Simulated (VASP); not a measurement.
Input of a VASP 6.6.1 run:

Contents of INCAR:

```
SYSTEM = AlN
PREC = Accurate ; ENCUT = 520
EDIFF = 1E-7 ; ISMEAR = -1
SIGMA = 0.05 ; LREAL = .False.
LASPH = .True. ; NELM = 100
ALGO = Normal ; ISIF = 2
LWAVE = .False. ; LCHARG = .True.
GGA = RE ; LELF = .True.
LVHAR = .True. ; NBANDS = 11
```

The input KPOINTS:

```
regular mesh
0
Gamma
  10 10 10
  0 0 0
```

POSCAR

```
AlN
1.0
    0.0000000000      2.1839935596      2.1839935596
    2.1839935596      0.0000000000      2.1839935596
    2.1839935596      2.1839935596      0.0000000000
Al N
1 1
Direct
    0.0000000000      0.0000000000      0.0000000000
    0.2500000000      0.2500000000      0.2500000000
```

Potentials or basis: VASP PAW PBE potentials, release 64 (Al, N).

Launch:

```console
$ cat potpaw_PBE.64/Al/POTCAR potpaw_PBE.64/N/POTCAR > POTCAR
$ mpirun -np 1 vasp_std > vasp.out
```

Question: Estimate the pressure.

Answer: 7.1 GPa.

Question: What does it give for the band gap on the k mesh?

Answer: 3.35 eV, indirect (least direct gap 4.22 eV).

Caveat: the PAW data sets were made with another functional, which shifts forces and pressure a little. A k mesh can miss the band edges.
